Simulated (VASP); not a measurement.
Wanted: the native input for a VASP 6.6.1 run.

```yaml
Task: single point
Functional: PBE
Potentials_or_basis: VASP PAW PBE potentials, release 64 (Ti_sv, O)
Cutoff: 520 eV
k_mesh: 6 × 6 × 10
Occupations: gaussian, width 0.05 eV
Spin: no spin polarisation
Dipole_correction: no
Further_INCAR_settings: ALGO = Normal; EDIFF = 1e-06; NBANDS = 33
```

The structure of TiO2 lies in POSCAR:

```
TiO2
1.0
    4.3184000000      0.0000000000      0.0000000000
    0.0000000000      4.3184000000      0.0000000000
    0.0000000000      0.0000000000      3.2010000000
Ti O
2 4
Direct
    0.0000000000      0.0000000000      0.0000000000
    0.5000000000      0.5000000000      0.5000000000
    0.3050970583      0.3050970583      0.0000000000
    0.1949029417      0.8050970583      0.5000000000
    0.6949029417      0.6949029417      0.0000000000
    0.8050970583      0.1949029417      0.5000000000
```

The input as run:

INCAR

```
SYSTEM = TiO2
ALGO     = Normal         ! electronic algorithm
EDIFF    = 1E-6           ! SCF threshold, eV
ENCUT    = 520            ! plane-wave cutoff, eV
GGA      = PE             ! functional
ISIF     = 2              ! what is computed and relaxed
ISMEAR   = 0              ! smearing method
LASPH    = .TRUE.         ! aspherical terms in the spheres
LCHARG   = .TRUE.         ! write CHGCAR
LELF     = .TRUE.         ! ELF
LREAL    = .FALSE.        ! projectors in reciprocal space
LVHAR    = .TRUE.       
LWAVE    = .FALSE.        ! write WAVECAR
NBANDS   = 33             ! bands
NELM     = 80             ! most SCF steps
PREC     = Accurate       ! precision mode
SIGMA    = 0.05           ! smearing width, eV
```

KPOINTS

```
k-points
0
G
  6 6 10
  0 0 0
```

Potentials or basis: VASP PAW PBE potentials, release 64 (Ti_sv, O).

Run with:

```sh
$ cat potpaw_PBE.64/Ti_sv/POTCAR potpaw_PBE.64/O/POTCAR > POTCAR
$ mpirun -np 1 vasp_std > vasp.out
```

It gave:

```yaml
Pressure: 14.5 GPa
Largest_force: 0.149 eV/Å
Band_gap_on_the_k_mesh: 2.07 eV, direct
```

Wall time 39 s on 1 thread of Intel(R) Xeon(R) 6975P-C (Granite Rapids) (shared host), peak memory 0.22 GiB.
